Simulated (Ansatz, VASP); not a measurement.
## AlNi: VASP beside Ansatz

```
Al Ni
1.0
     0.00000   -2.89308    0.00000
     0.00000    0.00000   -2.89308
     8.37925    0.00000    0.00000
Al Ni
3 3
Direct
  0.00000 0.00000 0.94947
  0.00000 0.00000 0.25893
  0.00000 0.00000 0.60420
  0.50000 0.50000 0.08630
  0.50000 0.50000 0.43157
  0.50000 0.50000 0.77683
```

Alike in both runs: task single point; functional PBE; k mesh 20 × 20 × 7; occupations gaussian, width 0.15 eV; no spin polarisation.

```csv
,VASP,Ansatz
version,VASP 6.6.1,Ansatz 0.2.0
potentials or method,"VASP PAW PBE potentials, release 64 (Al, Ni), cutoff 520 eV","scalar-relativistic, plane waves, PAW"
valence electrons in the cell,39,63
```

```csv
,VASP,Ansatz,Ansatz less VASP
gap on the k mesh at the Fermi level (eV),none,none,-
pressure (GPa),7.7,7.7,-0.01
"traceless stress, the component that is largest in VASP (GPa)",3.21,3.19,-0.028
rms of the force components (eV/Å),0.622,0.623,+0.0006
```

Atom by atom the forces differ by 0.001 eV/Å (rms over components). A gap of «none» marks a metal or a gap that the smearing closes. The functional is the same, so the differences come from potentials, cutoffs and numerics. VASP's potentials hold 39 valence electrons a cell and Ansatz's 63, so a difference there can come from the potentials and not from the codes.
